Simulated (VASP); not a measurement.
# PbS (P-6m2) in VASP: density of states with PBE

Aim: the density of states of PbS with PBE.

All numbers are computed with VASP 6.6.1; they aren't measurements. Logs are shortened: lines on timing, memory, paths and dates and some standing lists are left out, and cuts for length are marked.

## (1) The cell of the first run

It takes space group P-6m2 (No. 187, hexagonal). The conventional cell has a = 4.090 Å, b = 4.090 Å, c = 3.788 Å, α = 90.00°, β = 90.00°, γ = 120.00°. Within 4.0 Å of Pb (site symmetry -6m2) lie 6 S at 3.03 Å and 2 Pb at 3.79 Å. Within 4.0 Å of S (site symmetry -6m2) lie 6 Pb at 3.03 Å and 2 S at 3.79 Å.

## (2) Density of states, PBE

File POSCAR:

```
PbS
1.0
    4.0896976867      0.0000000000      0.0000000000
   -2.0448488433      3.5417820905      0.0000000000
    0.0000000000      0.0000000000      3.7881670000
Pb S
1 1
Direct
    0.0000000000      0.0000000000      0.0000000000
    0.6666666667      0.3333333333      0.5000000000
```

File INCAR.step1:

```
ALGO = Normal
EDIFF = 1E-6
ENCUT = 520
GGA = PE
ISIF = 2
ISMEAR = -5
LASPH = True
LCHARG = True
LREAL = False
LWAVE = False
NBANDS = 17
NELM = 100
PREC = Accurate
SIGMA = 0.1
```

File KPOINTS.step1:

```
k-points
0
Gamma
  6 6 4
```

File INCAR.step2:

```
ALGO = Normal
EDIFF = 1E-6
ENCUT = 520
GGA = PE
ICHARG = 11
ISIF = 2
ISMEAR = -5
LASPH = True
LCHARG = False
LORBIT = 11
LREAL = False
LWAVE = False
NBANDS = 17
NEDOS = 2001
NELM = 100
PREC = Accurate
SIGMA = 0.1
```

File KPOINTS.step2:

```
k-points
0
Gamma
  9 9 6
```

Potentials or basis: VASP PAW PBE potentials, release 64 (Pb_d, S).

Command:

```
$ cat potpaw_PBE.64/Pb_d/POTCAR potpaw_PBE.64/S/POTCAR > POTCAR
$ cp INCAR.step1 INCAR
$ cp KPOINTS.step1 KPOINTS
$ mpirun -np 1 vasp_std > vasp.out
$ cp INCAR.step2 INCAR
$ cp KPOINTS.step2 KPOINTS
$ mpirun -np 1 vasp_std > vasp.out
```

OUTCAR:

```text
EDIFF = 1E-6
   ENCUT = 520
   GGA = PE
   ICHARG = 11
   ISIF = 2
   ISMEAR = -5
   LASPH = True
   LORBIT = 11
   LREAL = False
   NELM = 100
   PREC = Accurate

 ion  position               nearest neighbor table
   1  0.000  0.000  0.000-   2 3.03   2 3.03   2 3.03   2 3.03   2 3.03   2 3.03
   2  0.667  0.333  0.500-   1 3.03   1 3.03   1 3.03   1 3.03   1 3.03   1 3.03

  LATTYP: Found a hexagonal cell.
 ALAT       =     4.0896976867
 C/A-ratio  =     0.9262706660

  Lattice vectors:

 A1 = (   4.0896976867,   0.0000000000,   0.0000000000)
 A2 = (  -2.0448488433,   3.5417820905,   0.0000000000)
 A3 = (   0.0000000000,   0.0000000000,   3.7881670000)

Analysis of symmetry for initial positions (statically):
=====================================================================
 Subroutine PRICEL returns:
 Original cell was already a primitive cell.

 Routine SETGRP: Setting up the symmetry group for a
 hexagonal supercell.

 Subroutine GETGRP returns: Found 12 space group operations
 (whereof 12 operations were pure point group operations)
 out of a pool of 24 trial point group operations.

The static configuration has the point symmetry D_3h.

Analysis of symmetry for dynamics (positions and initial velocities):
=====================================================================
 Subroutine PRICEL returns:
 Original cell was already a primitive cell.

 Routine SETGRP: Setting up the symmetry group for a
 hexagonal supercell.

 Subroutine GETGRP returns: Found 12 space group operations
 (whereof 12 operations were pure point group operations)
 out of a pool of 24 trial point group operations.

The dynamic configuration has the point symmetry D_3h.

 Subroutine INISYM returns: Found 12 space group operations
 (whereof 12 operations are pure point group operations),
 and found     1 'primitive' translations

----------------------------------------------------------------------------------------

                                     Primitive cell

  volume of cell :      54.8709

  direct lattice vectors                    reciprocal lattice vectors
     4.089697687  0.000000000  0.000000000     0.244516851  0.141171870  0.000000000
    -2.044848843  3.541782090  0.000000000     0.000000000  0.282343740  0.000000000
     0.000000000  0.000000000  3.788167000     0.000000000  0.000000000  0.263979914

  length of vectors
     4.089697687  4.089697687  3.788167000     0.282343740  0.282343740  0.263979914

  position of ions in fractional coordinates (direct lattice)
     0.000000000  0.000000000  0.000000000
     0.666666667  0.333333333  0.500000000

  ion indices of the primitive-cell ions
   primitive index   ion index
                 1           1
                 2           2

----------------------------------------------------------------------------------------

 KPOINTS: k-points

Automatic generation of k-mesh.
 Grid dimensions read from file:
 generate k-points for:    9    9    6

 Generating k-lattice:

  Cartesian coordinates                     Fractional coordinates (reciprocal lattice)
     0.027168539  0.015685763  0.000000000     0.111111111 -0.000000000  0.000000000
     0.000000000  0.031371527  0.000000000     0.000000000  0.111111111  0.000000000
     0.000000000  0.000000000  0.043996652     0.000000000  0.000000000  0.166666667

  Length of vectors
     0.031371527  0.031371527  0.043996652

  Shift w.r.t. Gamma in fractional coordinates (k-lattice)
     0.000000000  0.000000000  0.000000000

 TETIRR: Found    492 inequivalent tetrahedra from     2916

 Subroutine IBZKPT returns following result:
 ===========================================

 Found     48 irreducible k-points:

 Following reciprocal coordinates:
            Coordinates               Weight
  0.000000  0.000000  0.000000      1.000000
  0.111111 -0.000000  0.000000      6.000000
  0.222222  0.000000  0.000000      6.000000
  0.333333  0.000000  0.000000      6.000000
  0.444444  0.000000  0.000000      6.000000
  0.111111  0.111111  0.000000      6.000000
[... 16 lines left out ...]
  0.333333  0.222222  0.166667     24.000000
  0.333333  0.333333  0.166667      4.000000
 [... further k-points ...]
   k-points           NKPTS =     48   k-points in BZ     NKDIM =     48   number of bands    NBANDS=     17
   number of dos      NEDOS =   2001   number of ions     NIONS =      2
   total plane-waves  NPLWV =  25200
   dimension x,y,z NGX =    30 NGY =   30 NGZ =   28
   dimension x,y,z NGXF=    60 NGYF=   60 NGZF=   56
   ions per type =               1   1
   NGX,Y,Z   is equivalent  to a cutoff of  12.19, 12.19, 12.29 a.u.
   NGXF,Y,Z  is equivalent  to a cutoff of  24.39, 24.39, 24.58 a.u.
 SYSTEM =  unknown system
   PREC   = accura    normal or accurate (medium, high low for compatibility)
   ISTART =      0    job   : 0-new  1-cont  2-samecut
   ICHARG =     11    charge: 1-file 2-atom 10-const
   ISPIN  =      1    spin polarized calculation?
   LNONCOLLINEAR =      F non collinear calculations
   LSORBIT =      F    spin-orbit coupling
   LASPH  =      T    aspherical Exc in radial PAW
   ENCUT  =  520.0 eV  38.22 Ry    6.18 a.u.   7.60  7.60  7.04*2*pi/ulx,y,z
   NELM   =    100;   NELMIN=  2; NELMDL=  0     # of ELM steps
   EDIFF  = 0.1E-05   stopping-criterion for ELM
   LREAL  =      F    real-space projection
   EDIFFG = 0.1E-04   stopping-criterion for IOM
   NSW    =      0    number of steps for IOM
   IBRION =     -1    ionic relax: 0-MD 1-quasi-New 2-CG
   NFREE  =      0    steps in history (QN), initial steepest desc. (CG)
   ISIF   =      2    stress and relaxation
   ISYM   =      2    0-nonsym 1-usesym 2-fastsym
   POTIM  = 0.5000    time-step for ionic-motion
   TEBEG  =    0.0;   TEEND  =   0.0 temperature during run
   PSTRESS=    0.0 pullay stress
   NELECT =      20.0000    total number of electrons
   NUPDOWN=      -1.0000    fix difference up-down
   EMIN   =  10.00;   EMAX   =-10.00  energy-range for DOS
   EFERMI =   0.00;   METHOD = LEGACY
   ISMEAR =    -5;   SIGMA  =   0.10  broadening in eV -4-tet -1-fermi 0-gaus
   EFERMI_NEDOS =   21; number of points for ismear=-14 and -15
   IALGO  =     38    algorithm
   IMIX   =      4    mixing-type and parameters
     AMIX     =   0.40;   BMIX     =  1.00
     AMIX_MAG =   1.60;   BMIX_MAG =  1.00
  volume/ion in A,a.u.               =      27.44       185.14
  Fermi-wavevector in a.u.,A,eV,Ry     =   1.169421  2.209885 18.606576  1.367545
  Thomas-Fermi vector in A             =   2.305894
   LORBIT       =     11    0 simple, 1 ext, 2 COOP (PROOUT), +10 PAW based schemes
   GGA     = PE    functional components
   LHFCALC =     F    Hartree Fock is set to
   AEXX    =    0.0000 exact exchange contribution
   IVDW    =     0    specifies the selected vdW correction
   LEPSILON=     F    determine dielectric tensor
   LRPA    =     F    only Hartree local field effects (RPA)
 non-spin polarized calculation
 Fermi weights with tetrahedron method with Bloechl corrections
  energy-cutoff  :      520.00
  volume of cell :       54.87
 maximum number of plane-waves:      1506

 number of electron      19.9999998 magnetization

 Free energy of the ion-electron system (eV)
  ---------------------------------------------------
  ext. energy  EPLUGINS =         0.00000000
  ---------------------------------------------------
  free energy    TOTEN  =        -8.52397238 eV

  energy without entropy =       -8.52397238  energy(sigma->0) =       -8.52397238

 E-fermi :   5.1015     XC(G=0):  -9.4347

 val. band max:        5.3099629239   @ k =   0.3333   0.3333   0.0000
 cond. band min:       4.8645821424   @ k =   0.3333   0.3333   0.5000
 fundamental gap:     -0.4453807815
 Fermi energy:         5.1014739452

 k-point     1 :       0.0000    0.0000    0.0000
  band No.  band energies     occupation
      1     -11.7074      2.00000
      2     -11.6937      2.00000
      3     -11.6937      2.00000
      4     -11.5908      2.00000
      5     -11.5908      2.00000
      6      -7.9616      2.00000
[... 9 lines left out ...]
     16      16.2459      0.00000
     17      16.4395      0.00000

 k-point     2 :       0.1111   -0.0000    0.0000
  band No.  band energies     occupation
      1     -11.7046      2.00000
      2     -11.6959      2.00000
      3     -11.6863      2.00000
      4     -11.5946      2.00000
      5     -11.5916      2.00000
      6      -7.8656      2.00000
[... 9 lines left out ...]
     16      15.4971      0.00000
     17      16.0245      0.00000

 k-point     3 :       0.2222    0.0000    0.0000
  band No.  band energies     occupation
      1     -11.7096      2.00000
      2     -11.6898      2.00000
      3     -11.6677      2.00000
      4     -11.6042      2.00000
      5     -11.5937      2.00000
      6      -7.5963      2.00000
[... 9 lines left out ...]
     16      15.7360      0.00000
     17      15.7817      0.00000

 k-point     4 :       0.3333    0.0000    0.0000
  band No.  band energies     occupation
      1     -11.7202      2.00000
      2     -11.6781      2.00000
      3     -11.6463      2.00000
      4     -11.6150      2.00000
      5     -11.5960      2.00000
      6      -7.2250      2.00000
[... 9 lines left out ...]
     16      15.9311      0.00000
     17      16.2722      0.00000

 k-point     5 :       0.4444    0.0000    0.0000
  band No.  band energies     occupation
      1     -11.7274      2.00000
      2     -11.6703      2.00000
      3     -11.6323      2.00000
      4     -11.6220      2.00000
      5     -11.5976      2.00000
      6      -6.9207      2.00000
[... 9 lines left out ...]
     16      16.2689      0.00000
     17      16.5015      0.00000

 k-point     6 :       0.1111    0.1111    0.0000
  band No.  band energies     occupation
      1     -11.7010      2.00000
      2     -11.6992      2.00000
      3     -11.6730      2.00000
      4     -11.6010      2.00000
      5     -11.5934      2.00000
      6      -7.6825      2.00000
[... 9 lines left out ...]
     16      15.2816      0.00000
     17      15.6922      0.00000

 k-point     7 :       0.2222    0.1111    0.0000
  band No.  band energies     occupation
      1     -11.7096      2.00000
      2     -11.6875      2.00000
      3     -11.6549      2.00000
      4     -11.6104      2.00000
      5     -11.5963      2.00000
      6      -7.3578      2.00000
[... 9 lines left out ...]
     16      15.6977      0.00000
     17      15.7665      0.00000

 k-point     8 :       0.3333    0.1111    0.0000
  band No.  band energies     occupation
      1     -11.7176      2.00000
      2     -11.6751      2.00000
      3     -11.6408      2.00000
      4     -11.6186      2.00000
      5     -11.5990      2.00000
      6      -7.0039      2.00000
[... 9 lines left out ...]
     16      15.2670      0.00000
     17      16.5765      0.00000
[... 203 lines left out ...]
      1     -11.7049      2.00000
      2     -11.6649      2.00000
      3     -11.6471      2.00000
      4     -11.6292      2.00000
      5     -11.6087      2.00000
      6      -7.1782      2.00000
[... 9 lines left out ...]
     16      15.4477      0.00000
     17      16.2029      0.00000

 k-point    20 :       0.3333    0.1111    0.1667
  band No.  band energies     occupation
      1     -11.7125      2.00000
      2     -11.6506      2.00000
      3     -11.6411      2.00000
      4     -11.6339      2.00000
      5     -11.6118      2.00000
      6      -6.8494      2.00000
[... 9 lines left out ...]
     16      15.7167      0.00000
     17      16.5620      0.00000

 k-point    21 :       0.4444    0.1111    0.1667
  band No.  band energies     occupation
      1     -11.7158      2.00000
      2     -11.6487      2.00000
      3     -11.6371      2.00000
      4     -11.6335      2.00000
      5     -11.6130      2.00000
      6      -6.6970      2.00000
[... 9 lines left out ...]
     16      16.1172      0.00000
     17      16.2794      0.00000

 k-point    22 :       0.2222    0.2222    0.1667
  band No.  band energies     occupation
      1     -11.7014      2.00000
      2     -11.6614      2.00000
      3     -11.6409      2.00000
      4     -11.6327      2.00000
      5     -11.6141      2.00000
      6      -6.8807      2.00000
[... 9 lines left out ...]
     16      16.3721      0.00000
     17      16.9925      0.00000

 k-point    23 :       0.3333    0.2222    0.1667
  band No.  band energies     occupation
      1     -11.6995      2.00000
      2     -11.6530      2.00000
      3     -11.6417      2.00000
      4     -11.6349      2.00000
      5     -11.6185      2.00000
      6      -6.6529      2.00000
[... 9 lines left out ...]
     16      16.0370      0.00000
     17      16.5822      0.00000

 k-point    24 :       0.3333    0.3333    0.1667
  band No.  band energies     occupation
      1     -11.6896      2.00000
      2     -11.6555      2.00000
      3     -11.6420      2.00000
      4     -11.6366      2.00000
      5     -11.6230      2.00000
      6      -6.5701      2.00000
[... 9 lines left out ...]
     16      15.5911      0.00000
     17      16.1783      0.00000

 [... further k-points ...]

------------------------ aborting loop because EDIFF is reached ----------------------------------------

  FORCE on cell =-STRESS in cart. coord.  units (eV):
  Direction    XX          YY          ZZ          XY          YZ          ZX
  --------------------------------------------------------------------------------------
  -------------------------------------------------------------------------------------
  Total       -0.0146372     -0.0146372      0.0292100     -0.0000000      0.0000000      0.0000000
  in kB       -0.4273911     -0.4273911      0.8529039     -0.0000000      0.0000000      0.0000000
  external PRESSURE =      -0.0006261 kB  Pullay stress =       0.0000000 kB

 VOLUME and BASIS-vectors are now :
 -----------------------------------------------------------------------------
  energy-cutoff  :      520.00
  volume of cell :       54.87
      direct lattice vectors                 reciprocal lattice vectors
     4.089697687  0.000000000  0.000000000     0.244516851  0.141171870  0.000000000
    -2.044848843  3.541782090  0.000000000     0.000000000  0.282343740  0.000000000
     0.000000000  0.000000000  3.788167000     0.000000000  0.000000000  0.263979914

 POSITION                                       TOTAL-FORCE (eV/Angst)
 -----------------------------------------------------------------------------------
      0.00000      0.00000      0.00000        -0.000000      0.000000      0.000000
      2.04485      1.18059      1.89408         0.000000     -0.000000      0.000000
 -----------------------------------------------------------------------------------
    total drift:                               -0.000102      0.000059      0.000000

  FREE ENERGIE OF THE ION-ELECTRON SYSTEM (eV)
  ---------------------------------------------------
  free  energy   TOTEN  =        -8.5239723812 eV

  energy  without entropy=       -8.5239723812  energy(sigma->0) =       -8.52397238

 total charge

# of ion       s       p       d       tot
------------------------------------------
    1        1.487   0.489   9.838  11.813
    2        1.356   2.320   0.000   3.676
--------------------------------------------------
tot          2.843   2.809   9.838  15.489
```

Wall time 67 s (1 thread of Intel Xeon 8259CL, shared host); peak memory 0.18 GiB.

Results:

```yaml
Valence_electrons_inside_the_program's_atomic_spheres: Pb 11.81; S 3.68
```

Levels at points of the mesh, in eV from the Fermi level:
```tsv
k point	band 6	band 7	band 8	band 9	band 10	band 11	band 12	band 13	band 14	band 15
(0.00, 0.00, 0.00)	-13.06	-6.37	-2.06	-1.59	-1.59	3.55	3.55	5.36	6.59	7.16
(0.00, 0.00, 0.50)	-11.96	-8.88	-1.00	-1.00	0.10	0.98	3.95	3.95	8.31	8.31
```

Caveat: the k points lie up to 0.41 Å⁻¹ apart; spin-orbit coupling is left out, which moves the levels of the heavy elements; tetrahedron occupations give inexact forces and stress in metals.
